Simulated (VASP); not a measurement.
A run of VASP 6.6.1 is set up as follows.

INCAR

```
SYSTEM = SmO2
PREC = Accurate
ENCUT = 600
EDIFF = 1E-7
ISMEAR = 0
SIGMA = 0.1
LREAL = .FALSE.
LASPH = .TRUE.
NELM = 200
ALGO = Normal
ISIF = 3
LWAVE = .FALSE.
LCHARG = .FALSE.
GGA = PE
IBRION = 2
NSW = 100
EDIFFG = -0.01
GGA_COMPAT = .FALSE.
NELMIN = 4
LMAXMIX = 6
```

KPOINTS

```
Automatic mesh
0
G
  12 12 12
  0 0 0
```

Contents of POSCAR:

```
SmO2
1.0
    3.6857764380      0.0000000000      0.0000000000
   -1.8428882190      3.1919760279      0.0000000000
    0.0000000000      0.0000000000      4.2350872911
Sm O
1 2
Direct
    0.0000000000      0.0000000000      0.0000000000
    0.6666666667      0.3333333333      0.2295723596
    0.3333333333      0.6666666667      0.7704276404
```

Potentials or basis: VASP PAW PBE potentials, release 64 (Sm_3, O), 4f in core.

The run is started by

```bash
$ cat potpaw_PBE.64/Sm_3/POTCAR potpaw_PBE.64/O/POTCAR > POTCAR
$ mpirun -np 1 vasp_std > vasp.out
```

Task: What does it give for the relaxed cell?

Result: a = 3.695 Å, b = 3.695 Å, c = 4.183 Å, α = 90.00°, β = 90.00°, γ = 120.00°.

Task: What does it give for the space group after relaxing (to 0.1 Å)?

Result: P-3m1 (No. 164).

The path:
```tsv
step	energy change (eV)	largest force (eV/Å)	pressure (GPa)	volume (Å³)
1	0.0000	0.0608	0.72	49.83
2	0.0000	0.0465	-0.81	50.37
3	-0.0009	0.0069	-0.05	50.10
4	-0.0009	0.0086	-0.05	50.07
5	-0.0010	0.0139	-0.04	49.98
6	-0.0010	0.0245	-0.01	49.80
7	-0.0011	0.0218	-0.01	49.77
8	-0.0011	0.0139	0.00	49.66
9	-0.0011	0.0023	0.02	49.46
```

Caveat: spin-orbit coupling is left out, which moves the levels of the heavy elements; the 4f electrons are frozen in the core, so they carry no moment and show no levels; an odd number of electrons without spin polarisation forces a metal; a magnetic or distorted state may lie lower; the run has no spin polarisation, though such a crystal can be magnetic. Spin polarisation is off, so any magnetic state and its effect on volume and gap are missing.
